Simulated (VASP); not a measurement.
# Sb2P3H (P4/mmm) in VASP: notebook

Sb2P3H is run at these levels: PBE; tasks: single point.

Program: VASP 6.6.1. These are calculated values, not measurements. Logs are shortened: lines on timing, memory, paths and dates and some standing lists are left out, and cuts for length are marked.

## (1) The cell of the first run

The structure is tetragonal, space group P4/mmm (No. 123). Conventional cell: a = 5.397 Å, b = 5.397 Å, c = 5.408 Å, α = 90.00°, β = 90.00°, γ = 90.00°. Sb (site symmetry mmm) has 6 P at 2.70 to 3.14 Å within 3.6 Å. Within 1.5 Å of H (site symmetry 4/mmm) lie 2 P at 1.10 Å. P (site symmetry 4mm) has 1 H at 1.10 Å within 1.5 Å. P (site symmetry 4/mmm) has 4 Sb at 2.70 Å within 3.6 Å.

The cell was generated, and may not be a known phase.

## (2) Single point, PBE

The input, INCAR:

```
SYSTEM = Sb2P3H
  PREC = Accurate
  ENCUT = 520
  EDIFF = 1E-6
  ISMEAR = 0
  SIGMA = 0.1
  LREAL = .FALSE.
  LASPH = .TRUE.
  NELM = 60
  ALGO = Normal
  ISIF = 2
  LWAVE = .FALSE.
  LCHARG = .FALSE.
  GGA = PE
  NBANDS = 22
```

The input, KPOINTS:

```
Automatic mesh
0
G
  4 4 4
  0 0 0
```

The input, POSCAR:

```
Sb2P3H
1.0
    5.3970825700      0.0000000000      0.0000000000
    0.0000000000      5.3970825700      0.0000000000
    0.0000000000      0.0000000000      5.4076547900
Sb H P
2 1 3
Direct
    0.0000000000      0.5000000000      0.0000000000
    0.5000000000      0.0000000000      0.0000000000
    0.5000000000      0.5000000000      0.5000000000
    0.5000000000      0.5000000000      0.2957877900
    0.5000000000      0.5000000000      0.7042122100
    0.0000000000      0.0000000000      0.0000000000
```

Potentials or basis: VASP PAW PBE potentials, release 64 (Sb, H, P).

The run is started by

```
> cat potpaw_PBE.64/Sb/POTCAR potpaw_PBE.64/H/POTCAR potpaw_PBE.64/P/POTCAR > POTCAR
> mpirun -np 1 vasp_std > vasp.out
```

OUTCAR:

```text
SYSTEM = Sb2P3H
   PREC = Accurate
   ENCUT = 520
   EDIFF = 1E-6
   ISMEAR = 0
   LREAL = .FALSE.
   LASPH = .TRUE.
   NELM = 60
   ISIF = 2
   GGA = PE

 ion  position               nearest neighbor table
   1  0.000  0.500  0.000-   6 2.70   6 2.70   4 3.14   5 3.14   4 3.14   5 3.14
   2  0.500  0.000  0.000-   6 2.70   6 2.70   4 3.14   4 3.14   5 3.14   5 3.14
   3  0.500  0.500  0.500-   4 1.10   5 1.10
   4  0.500  0.500  0.296-   3 1.10   5 2.21   1 3.14   2 3.14   2 3.14   1 3.14
   5  0.500  0.500  0.704-   3 1.10   4 2.21   1 3.14   2 3.14   2 3.14   1 3.14
   6  0.000  0.000  0.000-   1 2.70   2 2.70   1 2.70   2 2.70

  LATTYP: Found a simple tetragonal cell.
 ALAT       =     5.3970825700
 C/A-ratio  =     1.0019588768

  Lattice vectors:

 A1 = (   5.3970825700,   0.0000000000,   0.0000000000)
 A2 = (   0.0000000000,   5.3970825700,   0.0000000000)
 A3 = (   0.0000000000,   0.0000000000,   5.4076547900)

Analysis of symmetry for initial positions (statically):
=====================================================================
 Subroutine PRICEL returns:
 Original cell was already a primitive cell.

 Routine SETGRP: Setting up the symmetry group for a
 simple tetragonal supercell.

 Subroutine GETGRP returns: Found 16 space group operations
 (whereof 16 operations were pure point group operations)
 out of a pool of 16 trial point group operations.

The static configuration has the point symmetry D_4h.

Analysis of symmetry for dynamics (positions and initial velocities):
=====================================================================
 Subroutine PRICEL returns:
 Original cell was already a primitive cell.

 Routine SETGRP: Setting up the symmetry group for a
 simple tetragonal supercell.

 Subroutine GETGRP returns: Found 16 space group operations
 (whereof 16 operations were pure point group operations)
 out of a pool of 16 trial point group operations.

The dynamic configuration has the point symmetry D_4h.

 Subroutine INISYM returns: Found 16 space group operations
 (whereof 16 operations are pure point group operations),
 and found     1 'primitive' translations

----------------------------------------------------------------------------------------

                                     Primitive cell

  volume of cell :     157.5169

  direct lattice vectors                    reciprocal lattice vectors
     5.397082570  0.000000000  0.000000000     0.185285288  0.000000000  0.000000000
     0.000000000  5.397082570  0.000000000     0.000000000  0.185285288  0.000000000
     0.000000000  0.000000000  5.407654790     0.000000000  0.000000000  0.184923047

  length of vectors
     5.397082570  5.397082570  5.407654790     0.185285288  0.185285288  0.184923047

  position of ions in fractional coordinates (direct lattice)
     0.000000000  0.500000000  0.000000000
     0.500000000  0.000000000  0.000000000
     0.500000000  0.500000000  0.500000000
     0.500000000  0.500000000  0.295787790
     0.500000000  0.500000000  0.704212210
     0.000000000  0.000000000  0.000000000

  ion indices of the primitive-cell ions
   primitive index   ion index
                 1           1
                 2           2
                 3           3
                 4           4
                 5           5
                 6           6

----------------------------------------------------------------------------------------

 KPOINTS: Automatic mesh

Automatic generation of k-mesh.
 Grid dimensions read from file:
 generate k-points for:    4    4    4

 Generating k-lattice:

  Cartesian coordinates                     Fractional coordinates (reciprocal lattice)
     0.046321322  0.000000000  0.000000000     0.250000000  0.000000000  0.000000000
     0.000000000  0.046321322  0.000000000     0.000000000  0.250000000  0.000000000
     0.000000000  0.000000000  0.046230762     0.000000000  0.000000000  0.250000000

  Length of vectors
     0.046321322  0.046321322  0.046230762

  Shift w.r.t. Gamma in fractional coordinates (k-lattice)
     0.000000000  0.000000000  0.000000000

 Subroutine IBZKPT returns following result:
 ===========================================

 Found     18 irreducible k-points:

 Following reciprocal coordinates:
            Coordinates               Weight
  0.000000  0.000000  0.000000      1.000000
  0.250000  0.000000  0.000000      4.000000
  0.500000  0.000000  0.000000      2.000000
  0.250000  0.250000  0.000000      4.000000
  0.500000  0.250000  0.000000      4.000000
  0.500000  0.500000  0.000000      1.000000
[... 10 lines left out ...]
  0.500000  0.250000  0.500000      4.000000
  0.500000  0.500000  0.500000      1.000000
   k-points           NKPTS =     18   k-points in BZ     NKDIM =     18   number of bands    NBANDS=     22
   number of dos      NEDOS =    301   number of ions     NIONS =      6
   total plane-waves  NPLWV =  64000
   dimension x,y,z NGX =    40 NGY =   40 NGZ =   40
[... 87 lines left out ...]
      5      -3.9881      2.00000
      6      -1.6450      2.00000
[... 14 lines left out ...]
     21       8.8896      0.00000
     22       9.5444      0.00000

 k-point     3 :       0.5000    0.0000    0.0000
  band No.  band energies     occupation
      1     -13.6346      2.00000
      2      -7.5298      2.00000
      3      -6.3145      2.00000
      4      -4.2802      2.00000
      5      -3.6308      2.00000
      6      -2.5177      2.00000
[... 14 lines left out ...]
     21       8.8647      0.00000
     22       9.5949      0.00000

 k-point     4 :       0.2500    0.2500    0.0000
  band No.  band energies     occupation
      1     -13.6351      2.00000
      2      -7.6941      2.00000
      3      -5.3907      2.00000
      4      -4.8993      2.00000
      5      -4.2852      2.00000
      6      -2.6364      2.00000
[... 14 lines left out ...]
     21       8.8856      0.00000
     22       9.2855      0.00000

 k-point     5 :       0.5000    0.2500    0.0000
  band No.  band energies     occupation
      1     -13.6309      2.00000
      2      -7.2413      2.00000
      3      -6.1468      2.00000
      4      -4.7861      2.00000
      5      -4.2282      2.00000
      6      -3.4182      2.00000
[... 14 lines left out ...]
     21       8.4088      0.00000
     22       8.8658      0.00000

 k-point     6 :       0.5000    0.5000    0.0000
  band No.  band energies     occupation
      1     -13.6271      2.00000
      2      -6.6383      2.00000
      3      -5.9118      2.00000
      4      -5.9118      2.00000
      5      -4.1736      2.00000
      6      -4.0985      2.00000
[... 14 lines left out ...]
     21       8.5081      0.00000
     22       8.5745      0.00000

 k-point     7 :       0.0000    0.0000    0.2500
  band No.  band energies     occupation
      1     -13.6210      2.00000
      2      -8.2982      2.00000
      3      -4.9937      2.00000
      4      -4.5099      2.00000
      5      -2.9184      2.00000
      6      -1.4385      2.00000
[... 174 lines left out ...]
      6      -1.6353      2.00000
[... 14 lines left out ...]
     21       9.1961      0.00000
     22       9.4151      0.00000

 k-point    15 :       0.5000    0.0000    0.5000
  band No.  band energies     occupation
      1     -13.5939      2.00000
      2      -7.4950      2.00000
      3      -6.9291      2.00000
      4      -3.9501      2.00000
      5      -3.5463      2.00000
      6      -1.4275      2.00000
[... 14 lines left out ...]
     21       9.6930      0.00000
     22      10.4081      0.00000

 k-point    16 :       0.2500    0.2500    0.5000
  band No.  band energies     occupation
      1     -13.5939      2.00000
      2      -7.8339      2.00000
      3      -5.7698      2.00000
      4      -5.3237      2.00000
      5      -3.4694      2.00000
      6      -1.5046      2.00000
[... 14 lines left out ...]
     21       9.2557      0.00000
     22       9.4480      0.00000

 k-point    17 :       0.5000    0.2500    0.5000
  band No.  band energies     occupation
      1     -13.5918      2.00000
      2      -7.2083      2.00000
      3      -6.6509      2.00000
      4      -4.7219      2.00000
      5      -4.6936      2.00000
      6      -1.3089      2.00000
[... 14 lines left out ...]
     21       9.2020      0.00000
     22       9.6495      0.00000

 k-point    18 :       0.5000    0.5000    0.5000
  band No.  band energies     occupation
      1     -13.5898      2.00000
      2      -6.6217      2.00000
      3      -5.8593      2.00000
      4      -5.8378      2.00000
      5      -5.8378      2.00000
      6      -1.1315      2.00000
[... 14 lines left out ...]
     21       9.6675      0.00000
     22       9.8045      0.00000

------------------------ aborting loop because EDIFF is reached ----------------------------------------

  FORCE on cell =-STRESS in cart. coord.  units (eV):
  Direction    XX          YY          ZZ          XY          YZ          ZX
  --------------------------------------------------------------------------------------
  -------------------------------------------------------------------------------------
  Total       -2.6648823     -2.6648823     31.7403009      0.0000000     -0.0000000      0.0000000
  in kB      -27.1057567    -27.1057567    322.8453514      0.0000000     -0.0000000      0.0000000
  external PRESSURE =      89.5446127 kB  Pullay stress =       0.0000000 kB

 VOLUME and BASIS-vectors are now :
 -----------------------------------------------------------------------------
  energy-cutoff  :      520.00
  volume of cell :      157.52
      direct lattice vectors                 reciprocal lattice vectors
     5.397082570  0.000000000  0.000000000     0.185285288  0.000000000  0.000000000
     0.000000000  5.397082570  0.000000000     0.000000000  0.185285288  0.000000000
     0.000000000  0.000000000  5.407654790     0.000000000  0.000000000  0.184923047

 POSITION                                       TOTAL-FORCE (eV/Angst)
 -----------------------------------------------------------------------------------
      0.00000      2.69854      0.00000         0.000000      0.000000      0.000000
      2.69854      0.00000      0.00000         0.000000      0.000000      0.000000
      2.69854      2.69854      2.70383         0.000000      0.000000      0.000000
      2.69854      2.69854      1.59952         0.000000      0.000000    -16.133873
      2.69854      2.69854      3.80814        -0.000000     -0.000000     16.133873
      0.00000      0.00000      0.00000         0.000000      0.000000      0.000000
 -----------------------------------------------------------------------------------
    total drift:                                0.000000      0.000000     -0.000000

  FREE ENERGIE OF THE ION-ELECTRON SYSTEM (eV)
  ---------------------------------------------------
  free  energy   TOTEN  =       -18.0961132643 eV

  energy  without entropy=      -18.0780241260  energy(sigma->0) =      -18.08706870
```

Run time: 62 s. Hardware: 1 thread of Oxide Virtual Turin-like, shared host; peak memory 0.23 GiB.

Results:

| Item | Value |
| --- | --- |
| Free energy | -18.0961 eV |
| Pressure | 9.0 GPa |
| Largest force | 16.134 eV/Å |
| Band gap on the k mesh | zero (bands 13 and 14 overlap by 1.02 eV) |

Forces on the atoms (eV/Å):
```
Sb    0.000   0.000   0.000
Sb    0.000   0.000   0.000
H     0.000   0.000   0.000
P     0.000   0.000 -16.134
P     0.000   0.000  16.134
P     0.000   0.000   0.000
```

Levels at points of the mesh, in eV from the Fermi level:
| k point | band 9 | band 10 | band 11 | band 12 | band 13 | band 14 | band 15 | band 16 | band 17 | band 18 |
| --- | --- | --- | --- | --- | --- | --- | --- | --- | --- | --- |
| (0.00, 0.00, 0.00) | -3.09 | -3.09 | -1.93 | -0.07 | -0.07 | 0.09 | 0.97 | 0.97 | 2.01 | 2.18 |
| (0.50, 0.00, 0.00) | -2.67 | -2.48 | -0.44 | -0.12 | 0.00 | 0.09 | 0.49 | 1.10 | 2.37 | 3.11 |
| (0.50, 0.50, 0.00) | -2.11 | -2.11 | -0.95 | 0.46 | 0.54 | 0.54 | 0.75 | 1.13 | 1.32 | 3.08 |
| (0.00, 0.00, 0.50) | -2.89 | -2.89 | -2.08 | -2.08 | -1.92 | -0.48 | 1.15 | 1.99 | 4.00 | 4.03 |
| (0.50, 0.00, 0.50) | -3.28 | -2.84 | -0.97 | -0.75 | -0.40 | -0.22 | 0.52 | 1.82 | 2.12 | 3.29 |
| (0.50, 0.50, 0.50) | -1.32 | -1.21 | -0.32 | -0.32 | 0.48 | 1.01 | 1.01 | 1.25 | 1.28 | 1.28 |

Caveat: the stress differs along the axes, from -3 to 32 GPa; spin-orbit coupling is left out, which moves the levels of the heavy elements; forces of over 1 eV/Å act on the atoms, so gaps and moduli don't describe the material at rest.

## (3) Single point, PBE

This run uses another cell than the first one, of 26.48 Å³/atom.

The input, INCAR:

```
PREC = Accurate ; ENCUT = 520
EDIFF = 1E-6 ; ISMEAR = 0
SIGMA = 0.1 ; LREAL = F
LASPH = T ; NELM = 80
ALGO = Normal ; ISIF = 2
LWAVE = F ; LCHARG = F
GGA = PE ; NBANDS = 22
```

The input, KPOINTS:

```
Automatic mesh
0
Gamma
  4 4 4
```

The input, POSCAR:

```
Sb2P3H
1.0
    5.3323777528      0.0000000000      0.0000000000
    0.0000000000      5.3323777528      0.0000000000
    0.0000000000      0.0000000000      5.5866386342
Sb H P
2 1 3
Direct
    0.0000000000      0.5000000000      0.0000000000
    0.5000000000      0.0000000000      0.0000000000
    0.5000000000      0.5000000000      0.5000000000
    0.5000000000      0.5000000000      0.2040260130
    0.5000000000      0.5000000000      0.7959739870
    0.0000000000      0.0000000000      0.0000000000
```

Potentials or basis: VASP PAW PBE potentials, release 64 (Sb, H, P).

The run is started by

```
> cat potpaw_PBE.64/Sb/POTCAR potpaw_PBE.64/H/POTCAR potpaw_PBE.64/P/POTCAR > POTCAR
> mpirun -np 1 vasp_std > vasp.out
```

Wall time 76 s (1 thread of Oxide Virtual Turin-like, shared host); peak memory 0.22 GiB.

The run converged. Its results:

- Free energy: -24.8580 eV
- Pressure: -0.1 GPa
- Largest force: 0.025 eV/Å
- Band gap on the k mesh: zero (bands 13 and 14 overlap by 1.59 eV)

Forces in eV/Å, atoms in the order of the input:
```
Sb   0.000  0.000  0.000
Sb   0.000  0.000  0.000
H    0.000  0.000  0.000
P    0.000  0.000 -0.025
P    0.000  0.000  0.025
P    0.000  0.000  0.000
```

Levels at points of the mesh, in eV from the Fermi level:
```
           k point  band 10  band 11  band 12  band 13  band 14  band 15  band 16  band 17
(0.00, 0.00, 0.00)    -2.96    -1.80    -0.11    -0.11     0.21     2.38     3.50     3.51
(0.50, 0.00, 0.00)    -1.13    -0.41    -0.03     0.02     0.21     2.18     2.38     3.62
(0.50, 0.50, 0.00)    -1.29    -0.84     0.49     0.77     0.78     1.35     1.35     1.48
(0.00, 0.00, 0.50)    -2.89    -2.28    -1.20    -0.82    -0.82    -0.15     2.52     3.62
(0.50, 0.00, 0.50)    -2.35    -0.88    -0.73    -0.37    -0.07     0.16     2.53     2.54
(0.50, 0.50, 0.50)    -1.11    -1.05    -1.05     0.55     0.78     0.82     1.47     1.47
```

Caveat: spin-orbit coupling is left out, which moves the levels of the heavy elements.

## (4) Single point, PBE

This run uses another cell than the first one, of 26.40 Å³/atom.

The input, INCAR:

```
SYSTEM = Sb2P3H
ALGO = Normal
EDIFF = 1E-6
ENCUT = 520
GGA = PE
ISIF = 2
ISMEAR = 0
LASPH = .TRUE.
LCHARG = .FALSE.
LREAL = .FALSE.
LWAVE = .FALSE.
NBANDS = 22
NELM = 100
PREC = Accurate
SIGMA = 0.1
```

The input, KPOINTS:

```
k-points
0
G
  8 8 8
  0 0 0
```

The input, POSCAR:

```
Sb2P3H
1.0
    5.2283591970      0.0000000000      0.0000000000
    0.0000000000      5.2283591970      0.0000000000
    0.0000000000      0.0000000000      5.7952139952
Sb H P
2 1 3
Direct
    0.0000000000      0.5000000000      0.0000000000
    0.5000000000      0.0000000000      0.0000000000
    0.5000000000      0.5000000000      0.5000000000
    0.5000000000      0.5000000000      0.2103552893
    0.5000000000      0.5000000000      0.7896447107
    0.0000000000      0.0000000000      0.0000000000
```

The run is started by

```
> cat potpaw_PBE.64/Sb/POTCAR potpaw_PBE.64/H/POTCAR potpaw_PBE.64/P/POTCAR > POTCAR
> mpirun -np 1 vasp_std > vasp.out
```

It took 5.7 min on 1 thread of Oxide Virtual Turin-like, shared host; peak memory 0.38 GiB.

Results (log left out):

* Free energy: -24.8909 eV
* Pressure: -0.1 GPa
* Largest force: 0.021 eV/Å
* Band gap on the k mesh: zero (bands 13 and 14 overlap by 1.83 eV)

Forces in eV/Å, atoms in the order of the input:
```
Sb   0.000  0.000  0.000
Sb   0.000  0.000  0.000
H    0.000  0.000  0.000
P    0.000  0.000 -0.021
P    0.000  0.000  0.021
P    0.000  0.000  0.000
```

Levels at points of the mesh, in eV from the Fermi level:
```tsv
k point	band 10	band 11	band 12	band 13	band 14	band 15	band 16	band 17
(0.00, 0.00, 0.00)	-3.18	-2.19	-0.60	-0.60	-0.16	2.14	3.10	3.26
(0.50, 0.00, 0.00)	-1.16	-0.54	-0.52	-0.36	-0.04	1.97	2.60	3.36
(0.50, 0.50, 0.00)	-1.35	-1.16	0.50	0.64	0.73	1.34	1.34	1.48
(0.00, 0.00, 0.50)	-3.11	-2.39	-1.63	-1.18	-1.18	-0.42	2.48	3.34
(0.50, 0.00, 0.50)	-2.64	-1.09	-0.90	-0.49	-0.27	-0.16	2.53	2.71
(0.50, 0.50, 0.50)	-1.37	-1.09	-1.09	0.51	0.71	0.76	1.51	1.51
```

Caveat: spin-orbit coupling is left out, which moves the levels of the heavy elements.

## (5) The runs side by side

| cell | k mesh | gap on the mesh (eV) | pressure (GPa) | largest force (eV/Å) |
| --- | --- | --- | --- | --- |
| a = 5.397, b = 5.397, c = 5.408 Å, 6 atoms, atomic positions A | 4 × 4 × 4 | none | 9.0 | 16.13 |
| a = 5.332, b = 5.332, c = 5.587 Å, 6 atoms, atomic positions B | 4 × 4 × 4 | none | -0.1 | 0.03 |
| a = 5.228, b = 5.228, c = 5.795 Å, 6 atoms, atomic positions C | 8 × 8 × 8 | none | -0.1 | 0.02 |

Alike in all rows: task single point; level PBE; potentials or basis VASP PAW PBE potentials, release 64 (Sb, H, P); no spin polarisation; cutoff (eV) 520; smearing gaussian 0.1 eV.

Caveats: spin-orbit coupling is left out, which moves the levels of the heavy elements; the stress differs along the axes, from -3 to 32 GPa (at least some runs); forces of over 1 eV/Å act on the atoms, so gaps and moduli don't describe the material at rest (at least some runs).

Total energies depend on the potentials used, so only differences within one code and one set of settings carry meaning.
